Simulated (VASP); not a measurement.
Crystal: AgCl.

```
Ag Cl
1.0
     0.00000    2.72467    2.72467
     2.72467    0.00000    2.72467
     2.72467    2.72467    0.00000
Ag Cl
1 1
Direct
  0.00000 0.00000 0.00000
  0.50000 0.50000 0.50000
```

```yaml
Program: VASP 6.6.1
Task: relaxation of cell and atoms
Functional: r2SCAN
Dispersion: rVV10
Potentials_or_basis: VASP PAW PBE potentials, release 64 (Ag, Cl)
Cutoff: 550 eV
k_mesh: 8 × 8 × 8
Occupations: fermi-dirac, width 0.03 eV
Spin: no spin polarisation
```

At the start: pressure 1.7 GPa; volume 20.23 Å³/atom.

Task: Where does the relaxation end?

Result: Over 3 steps the energy falls by 3.0 meV/atom and the volume is 20.81 Å³/atom (+2.9 %); space group Fm-3m (No. 225, to 0.1 Å) before and after.

The path:
```
step  energy change (eV)  largest force (eV/Å)  pressure (GPa)  volume (Å³)
   1              0.0000                0.0000            1.69        40.46
   2             -0.0059                0.0000           -0.13        41.72
   3             -0.0059                0.0000           -0.01        41.62
```

Final structure:
```
Ag Cl
1.0
     0.00000    2.75058    2.75058
     2.75058    0.00000    2.75058
     2.75058    2.75058    0.00000
Ag Cl
1 1
Direct
  0.00000 0.00000 0.00000
  0.50000 0.50000 0.50000
```

Caveat: the PAW data sets were made with another functional, which shifts forces and pressure a little.
